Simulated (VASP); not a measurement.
# Zr3N2 (R-3m) in VASP: notebook

Runs on Zr3N2. Level: r2SCAN. Tasks: single point.

Program: VASP 6.6.1. These are calculated values, not measurements. Logs are shortened: lines on timing, memory, paths and dates and some standing lists are left out, and cuts for length are marked.

## 1. The cell of the first run

Symmetry: R-3m, No. 166, trigonal system. The conventional cell has a = 3.265 Å, b = 3.265 Å, c = 23.650 Å, α = 90.00°, β = 90.00°, γ = 120.00°. Within 3.0 Å of Zr (site symmetry -3m) lie 6 N at 2.30 Å. Zr (site symmetry 3m) has 3 N at 2.30 Å within 3.0 Å. Within 3.0 Å of N (site symmetry 3m) lie 6 Zr at 2.30 Å.

## 2. Single point, r2SCAN

POSCAR reads:

```
Zr3N2
1.0
    1.6323890834      0.9424602767      7.8833727209
   -1.6323890834      0.9424602767      7.8833727209
    0.0000000000     -1.8849205535      7.8833727209
Zr N
3 2
Direct
    0.0000000000      0.0000000000      0.0000000000
    0.2224148825      0.2224148825      0.2224148825
    0.7775851175      0.7775851175      0.7775851175
    0.3887109951      0.3887109951      0.3887109951
    0.6112890049      0.6112890049      0.6112890049
```

INCAR.step1 reads:

```
SYSTEM = Zr3N2
PREC = Accurate ; ENCUT = 520
ISMEAR = 0 ; SIGMA = 0.1
LREAL = .FALSE. ; LASPH = .TRUE.
NELM = 60 ; NBANDS = 31
GGA = PE ; ALGO = Normal
EDIFF = 1E-4 ; LWAVE = .TRUE.
LCHARG = .FALSE.
```

INCAR.step2 reads:

```
SYSTEM = Zr3N2
PREC = Accurate ; ENCUT = 520
EDIFF = 1E-7 ; ISMEAR = 0
SIGMA = 0.1 ; LREAL = .FALSE.
LASPH = .TRUE. ; NELM = 60
ALGO = Normal ; ISIF = 2
LWAVE = .FALSE. ; LCHARG = .FALSE.
METAGGA = R2SCAN ; LMIXTAU = .TRUE.
NBANDS = 31 ; ISTART = 1
```

KPOINTS reads:

```
regular mesh
0
G
  6 6 6
  0 0 0
```

Potentials or basis: VASP PAW PBE potentials, release 64 (Zr_sv, N).

Started as:

```bash
$ cat potpaw_PBE.64/Zr_sv/POTCAR potpaw_PBE.64/N/POTCAR > POTCAR
$ cp INCAR.step1 INCAR
$ mpirun -np 1 vasp_std > vasp.out
$ cp INCAR.step2 INCAR
$ mpirun -np 1 vasp_std > vasp.out
```

OUTCAR:

```text
SYSTEM = Zr3N2
   PREC = Accurate
   ENCUT = 520
   EDIFF = 1E-7
   ISMEAR = 0
   LREAL = .FALSE.
   LASPH = .TRUE.
   NELM = 60
   ISIF = 2
   METAGGA = R2SCAN
   ISTART = 1

 ion  position               nearest neighbor table
   1  0.000  0.000  0.000-   5 2.30   5 2.30   4 2.30   4 2.30   5 2.30   4 2.30   2 3.23   3 3.23
                             2 3.23   3 3.23   2 3.23   3 3.23
   2  0.222  0.222  0.222-   5 2.30   5 2.30   5 2.30   1 3.23   1 3.23   1 3.23   3 3.24   3 3.24
                             3 3.24
   3  0.778  0.778  0.778-   4 2.30   4 2.30   4 2.30   1 3.23   1 3.23   1 3.23   2 3.24   2 3.24
                             2 3.24
   4  0.389  0.389  0.389-   1 2.30   1 2.30   1 2.30   3 2.30   3 2.30   3 2.30
   5  0.611  0.611  0.611-   1 2.30   1 2.30   1 2.30   2 2.30   2 2.30   2 2.30

  LATTYP: Found a trigonal (rhomboedric) cell.
 ALAT       =     8.1055839364
 COS(alpha) =     0.9188835858

  Lattice vectors:

 A1 = (   1.6323890834,   0.9424602767,   7.8833727209)
 A2 = (  -1.6323890834,   0.9424602767,   7.8833727209)
 A3 = (   0.0000000000,  -1.8849205535,   7.8833727209)

Analysis of symmetry for initial positions (statically):
=====================================================================
 Subroutine PRICEL returns:
 Original cell was already a primitive cell.

 Routine SETGRP: Setting up the symmetry group for a
 trigonal (rhombohedral) supercell.

 Subroutine GETGRP returns: Found 12 space group operations
 (whereof 12 operations were pure point group operations)
 out of a pool of 12 trial point group operations.

The static configuration has the point symmetry D_3d.

Analysis of symmetry for dynamics (positions and initial velocities):
=====================================================================
 Subroutine PRICEL returns:
 Original cell was already a primitive cell.

 Routine SETGRP: Setting up the symmetry group for a
 trigonal (rhombohedral) supercell.

 Subroutine GETGRP returns: Found 12 space group operations
 (whereof 12 operations were pure point group operations)
 out of a pool of 12 trial point group operations.

The dynamic configuration has the point symmetry D_3d.

 Subroutine INISYM returns: Found 12 space group operations
 (whereof 12 operations are pure point group operations),
 and found     1 'primitive' translations

----------------------------------------------------------------------------------------

                                     Primitive cell

  volume of cell :      72.7696

  direct lattice vectors                    reciprocal lattice vectors
     1.632389083  0.942460277  7.883372721     0.306299524  0.176842113  0.042283087
    -1.632389083  0.942460277  7.883372721    -0.306299524  0.176842113  0.042283087
     0.000000000 -1.884920553  7.883372721     0.000000000 -0.353684226  0.042283087

  length of vectors
     8.105583936  8.105583936  8.105583936     0.356202739  0.356202739  0.356202739

  position of ions in fractional coordinates (direct lattice)
     0.000000000  0.000000000  0.000000000
     0.222414882  0.222414882  0.222414882
     0.777585118  0.777585118  0.777585118
     0.388710995  0.388710995  0.388710995
     0.611289005  0.611289005  0.611289005

  ion indices of the primitive-cell ions
   primitive index   ion index
                 1           1
                 2           2
                 3           3
                 4           4
                 5           5

----------------------------------------------------------------------------------------

 KPOINTS: regular mesh

Automatic generation of k-mesh.
 Grid dimensions read from file:
 generate k-points for:    6    6    6

 Generating k-lattice:

  Cartesian coordinates                     Fractional coordinates (reciprocal lattice)
     0.051049921  0.029473685  0.007047181     0.166666667  0.000000000  0.000000000
    -0.051049921  0.029473685  0.007047181     0.000000000  0.166666667  0.000000000
     0.000000000 -0.058947371  0.007047181     0.000000000  0.000000000  0.166666667

  Length of vectors
     0.059367123  0.059367123  0.059367123

  Shift w.r.t. Gamma in fractional coordinates (k-lattice)
     0.000000000  0.000000000  0.000000000

 Subroutine IBZKPT returns following result:
 ===========================================

 Found     32 irreducible k-points:

 Following reciprocal coordinates:
            Coordinates               Weight
  0.000000  0.000000  0.000000      1.000000
  0.166667  0.000000  0.000000      6.000000
  0.333333  0.000000  0.000000      6.000000
  0.500000  0.000000  0.000000      3.000000
  0.166667  0.166667  0.000000      6.000000
  0.333333  0.166667  0.000000     12.000000
[... 16 lines left out ...]
  0.500000  0.500000  0.166667      6.000000
 -0.333333  0.500000  0.166667     12.000000
 [... further k-points ...]
   k-points           NKPTS =     32   k-points in BZ     NKDIM =     32   number of bands    NBANDS=     31
   number of dos      NEDOS =    301   number of ions     NIONS =      5
   total plane-waves  NPLWV = 216000
   dimension x,y,z NGX =    60 NGY =   60 NGZ =   60
   dimension x,y,z NGXF=   120 NGYF=  120 NGZF=  120
   ions per type =               3   2
   NGX,Y,Z   is equivalent  to a cutoff of  12.31, 12.31, 12.31 a.u.
   NGXF,Y,Z  is equivalent  to a cutoff of  24.61, 24.61, 24.61 a.u.
 SYSTEM =  Zr3N2
   PREC   = accura    normal or accurate (medium, high low for compatibility)
   ISTART =      1    job   : 0-new  1-cont  2-samecut
   ICHARG =      0    charge: 1-file 2-atom 10-const
   ISPIN  =      1    spin polarized calculation?
   LNONCOLLINEAR =      F non collinear calculations
   LSORBIT =      F    spin-orbit coupling
   LASPH  =      T    aspherical Exc in radial PAW
   ENCUT  =  520.0 eV  38.22 Ry    6.18 a.u.  15.07 15.07 15.07*2*pi/ulx,y,z
   NELM   =     60;   NELMIN=  2; NELMDL=  0     # of ELM steps
   EDIFF  = 0.1E-06   stopping-criterion for ELM
   LREAL  =      F    real-space projection
   EDIFFG = 0.1E-05   stopping-criterion for IOM
   NSW    =      0    number of steps for IOM
   IBRION =     -1    ionic relax: 0-MD 1-quasi-New 2-CG
   NFREE  =      0    steps in history (QN), initial steepest desc. (CG)
   ISIF   =      2    stress and relaxation
   ISYM   =      2    0-nonsym 1-usesym 2-fastsym
   POTIM  = 0.5000    time-step for ionic-motion
   TEBEG  =    0.0;   TEEND  =   0.0 temperature during run
   PSTRESS=    0.0 pullay stress
   NELECT =      46.0000    total number of electrons
   NUPDOWN=      -1.0000    fix difference up-down
   EMIN   =  10.00;   EMAX   =-10.00  energy-range for DOS
   EFERMI =   0.00;   METHOD = LEGACY
   ISMEAR =     0;   SIGMA  =   0.10  broadening in eV -4-tet -1-fermi 0-gaus
   EFERMI_NEDOS =   21; number of points for ismear=-14 and -15
   IALGO  =     38    algorithm
   IMIX   =      4    mixing-type and parameters
     AMIX     =   0.40;   BMIX     =  1.00
     AMIX_MAG =   1.60;   BMIX_MAG =  1.00
  volume/ion in A,a.u.               =      14.55        98.21
  Fermi-wavevector in a.u.,A,eV,Ry     =   1.405004  2.655072 26.858377  1.974035
  Thomas-Fermi vector in A             =   2.527508
   LORBIT       =      0    0 simple, 1 ext, 2 COOP (PROOUT), +10 PAW based schemes
   METAGGA = R2SCAN    functional components
   LHFCALC =     F    Hartree Fock is set to
   AEXX    =    0.0000 exact exchange contribution
   IVDW    =     0    specifies the selected vdW correction
   LEPSILON=     F    determine dielectric tensor
   LRPA    =     F    only Hartree local field effects (RPA)
 non-spin polarized calculation
 Gauss-broadening in eV      SIGMA  =   0.10
  energy-cutoff  :      520.00
  volume of cell :       72.77
 maximum number of plane-waves:      1990
   NGX = 31   NGY = 31   NGZ = 31

 number of electron      45.9999999 magnetization

 Free energy of the ion-electron system (eV)
  ---------------------------------------------------
  ext. energy  EPLUGINS =         0.00000000
  ---------------------------------------------------
  free energy    TOTEN  =       -94.68689921 eV

  energy without entropy =      -94.67532509  energy(sigma->0) =      -94.68111215

 E-fermi :  10.5001     XC(G=0): -12.7872

 val. band max:       10.4986990321   @ k =   0.1667   0.0000   0.0000
 cond. band min:      10.5341097039   @ k =   0.1667   0.1667   0.1667
 fundamental gap:      0.0354106718
 Fermi energy:        10.5001030296

 k-point     1 :       0.0000    0.0000    0.0000
  band No.  band energies     occupation
      1     -40.7785      2.00000
      2     -39.9995      2.00000
      3     -39.9399      2.00000
      4     -18.4985      2.00000
      5     -17.8384      2.00000
      6     -17.8384      2.00000
[... 23 lines left out ...]
     30      13.0700      0.00000
     31      14.2118      0.00000

 k-point     2 :       0.1667    0.0000    0.0000
  band No.  band energies     occupation
      1     -40.7555      2.00000
      2     -39.9757      2.00000
      3     -39.9224      2.00000
      4     -18.4369      2.00000
      5     -18.0953      2.00000
      6     -17.8844      2.00000
[... 23 lines left out ...]
     30      13.6827      0.00000
     31      14.3074      0.00000

 k-point     3 :       0.3333    0.0000    0.0000
  band No.  band energies     occupation
      1     -40.7091      2.00000
      2     -39.9253      2.00000
      3     -39.8897      2.00000
      4     -18.5204      2.00000
      5     -18.3059      2.00000
      6     -17.9747      2.00000
[... 23 lines left out ...]
     30      14.2688      0.00000
     31      14.8952      0.00000

 k-point     4 :       0.5000    0.0000    0.0000
  band No.  band energies     occupation
      1     -40.6857      2.00000
      2     -39.8967      2.00000
      3     -39.8764      2.00000
      4     -18.7146      2.00000
      5     -18.2514      2.00000
      6     -18.0191      2.00000
[... 23 lines left out ...]
     30      15.3514      0.00000
     31      15.4461      0.00000

 k-point     5 :       0.1667    0.1667    0.0000
  band No.  band energies     occupation
      1     -40.7555      2.00000
      2     -39.9760      2.00000
      3     -39.9221      2.00000
      4     -18.4390      2.00000
      5     -18.0974      2.00000
      6     -17.8845      2.00000
[... 23 lines left out ...]
     30      13.5708      0.00000
     31      13.9784      0.00000
[... 542 lines left out ...]
     30      15.1541      0.00000
     31      15.5654      0.00000

 k-point    22 :      -0.1667    0.3333    0.1667
  band No.  band energies     occupation
      1     -40.6857      2.00000
      2     -39.8970      2.00000
      3     -39.8761      2.00000
      4     -18.6105      2.00000
      5     -18.2313      2.00000
      6     -18.1477      2.00000
[... 23 lines left out ...]
     30      15.1491      0.00000
     31      15.5847      0.00000

 k-point    23 :       0.5000    0.5000    0.1667
  band No.  band energies     occupation
      1     -40.7090      2.00000
      2     -39.9265      2.00000
      3     -39.8886      2.00000
      4     -18.5225      2.00000
      5     -18.2944      2.00000
      6     -17.9755      2.00000
[... 23 lines left out ...]
     30      14.5429      0.00000
     31      15.2395      0.00000

 k-point    24 :      -0.3333    0.5000    0.1667
  band No.  band energies     occupation
      1     -40.6857      2.00000
      2     -39.8973      2.00000
      3     -39.8758      2.00000
      4     -18.6094      2.00000
      5     -18.2211      2.00000
      6     -18.1485      2.00000
[... 23 lines left out ...]
     30      15.0686      0.00000
     31      15.4384      0.00000

 [... further k-points ...]

------------------------ aborting loop because EDIFF is reached ----------------------------------------

  FORCE on cell =-STRESS in cart. coord.  units (eV):
  Direction    XX          YY          ZZ          XY          YZ          ZX
  --------------------------------------------------------------------------------------
  -------------------------------------------------------------------------------------
  Total        0.0663790      0.0663790      0.1134577      0.0000000     -0.0000000      0.0000000
  in kB        1.4614753      1.4614753      2.4980119      0.0000000     -0.0000000      0.0000000
  external PRESSURE =       1.8069875 kB  Pullay stress =       0.0000000 kB

 VOLUME and BASIS-vectors are now :
 -----------------------------------------------------------------------------
  energy-cutoff  :      520.00
  volume of cell :       72.77
      direct lattice vectors                 reciprocal lattice vectors
     1.632389083  0.942460277  7.883372721     0.306299524  0.176842113  0.042283087
    -1.632389083  0.942460277  7.883372721    -0.306299524  0.176842113  0.042283087
     0.000000000 -1.884920553  7.883372721     0.000000000 -0.353684226  0.042283087

 POSITION                                       TOTAL-FORCE (eV/Angst)
 -----------------------------------------------------------------------------------
      0.00000      0.00000      0.00000         0.000000     -0.000000     -0.000000
      0.00000     -0.00000      5.26014        -0.000000      0.000000     -0.032375
      0.00000     -0.00000     18.38998        -0.000000     -0.000000      0.032375
      0.00000     -0.00000      9.19306        -0.000000      0.000000     -0.003496
      0.00000     -0.00000     14.45706        -0.000000     -0.000000      0.003496
 -----------------------------------------------------------------------------------
    total drift:                                0.000000     -0.000000     -0.000000

  FREE ENERGIE OF THE ION-ELECTRON SYSTEM (eV)
  ---------------------------------------------------
  free  energy   TOTEN  =       -94.6868992075 eV

  energy  without entropy=      -94.6753250897  energy(sigma->0) =      -94.68111215
```

Run time: 11 min. Hardware: 1 thread of Intel Xeon 6975P-C (Granite Rapids), shared host; peak memory 0.53 GiB.

What came out:

| Quantity | Value |
| --- | --- |
| Free energy | -94.6869 eV |
| Pressure | 0.2 GPa |
| Largest force | 0.032 eV/Å |
| Band gap on the k mesh | zero (band 23 reaches 10.98 eV, above the bottom of band 24 at 10.34 eV) |

Forces on the atoms (eV/Å):
```
Zr   0.000  0.000  0.000
Zr   0.000  0.000 -0.032
Zr   0.000  0.000  0.032
N    0.000  0.000 -0.003
N    0.000  0.000  0.003
```

Stress tensor (GPa, compression positive):
```
0.15 0.00 0.00
0.00 0.15 0.00
0.00 0.00 0.25
```

Caveat: the k points lie up to 0.37 Å⁻¹ apart; the PAW data sets were made with another functional, which shifts forces and pressure a little.

## 3. Single point, r2SCAN

This run uses another cell than the first one, of 14.59 Å³/atom, 1.003 times its volume.

POSCAR reads:

```
Zr3N2
1.0
    1.6563420323      0.9562895182      7.6779855084
   -1.6563420323      0.9562895182      7.6779855084
    0.0000000000     -1.9125790364      7.6779855084
Zr N
3 2
Direct
    0.0000000000      0.0000000000      0.0000000000
    0.2095000000      0.2095000000      0.2095000000
    0.7905000000      0.7905000000      0.7905000000
    0.4000000000      0.4000000000      0.4000000000
    0.6000000000      0.6000000000      0.6000000000
```

INCAR.step1 reads:

```
SYSTEM = Zr3N2
  PREC = Accurate
  ENCUT = 520
  ISMEAR = 0
  SIGMA = 0.1
  LREAL = .False.
  LASPH = .True.
  NELM = 100
  NBANDS = 31
  GGA = PE
  ALGO = Normal
  EDIFF = 1E-4
  LWAVE = .True.
  LCHARG = .False.
```

INCAR.step2 reads:

```
SYSTEM = Zr3N2
  PREC = Accurate
  ENCUT = 520
  EDIFF = 1E-6
  ISMEAR = 0
  SIGMA = 0.1
  LREAL = .False.
  LASPH = .True.
  NELM = 100
  ALGO = Normal
  ISIF = 2
  LWAVE = .False.
  LCHARG = .False.
  METAGGA = R2SCAN
  LMIXTAU = .True.
  NBANDS = 31
  ISTART = 1
```

KPOINTS reads:

```
regular mesh
0
Gamma
  6 6 6
  0 0 0
```

Potentials or basis: VASP PAW PBE potentials, release 64 (Zr_sv, N).

Started as:

```bash
$ cat potpaw_PBE.64/Zr_sv/POTCAR potpaw_PBE.64/N/POTCAR > POTCAR
$ cp INCAR.step1 INCAR
$ mpirun -np 1 vasp_std > vasp.out
$ cp INCAR.step2 INCAR
$ mpirun -np 1 vasp_std > vasp.out
```

Run time: 10 min. Hardware: 1 thread of Intel Xeon 6975P-C (Granite Rapids), shared host; peak memory 0.55 GiB.

The run converged. Its results:

- Free energy: -92.2144 eV
- Pressure: -3.3 GPa
- Largest force: 6.309 eV/Å
- Band gap on the k mesh: zero (band 23 reaches 10.83 eV, above the bottom of band 24 at 10.44 eV)

Forces in eV/Å, atoms in the order of the input:
```
Zr   0.000  0.000  0.000
Zr   0.000  0.000  6.309
Zr   0.000  0.000 -6.309
N    0.000  0.000 -2.219
N    0.000  0.000  2.219
```

Stress tensor (GPa, compression positive):
```
-8.85  0.00  0.00
 0.00 -8.85  0.00
 0.00  0.00  7.75
```

Levels at points of the mesh, in eV from the Fermi level:
| k point | band 19 | band 20 | band 21 | band 22 | band 23 | band 24 | band 25 | band 26 | band 27 | band 28 |
| --- | --- | --- | --- | --- | --- | --- | --- | --- | --- | --- |
| (0.00, 0.00, 0.00) | -3.33 | -3.33 | -1.82 | -0.39 | 0.30 | 0.45 | 0.45 | 0.60 | 0.60 | 1.04 |
| (0.50, 0.00, 0.00) | -4.58 | -3.50 | -1.93 | -1.42 | -0.73 | 0.23 | 1.32 | 3.28 | 3.32 | 3.42 |
| (0.50, 0.50, 0.00) | -4.23 | -3.84 | -3.15 | -0.84 | 0.29 | 0.38 | 1.78 | 1.82 | 3.36 | 3.40 |
| (0.50, 0.50, 0.50) | -3.66 | -3.66 | -1.80 | -0.30 | -0.09 | -0.09 | 0.88 | 1.66 | 1.66 | 1.97 |

Caveat: the k points lie up to 0.37 Å⁻¹ apart; the PAW data sets were made with another functional, which shifts forces and pressure a little.
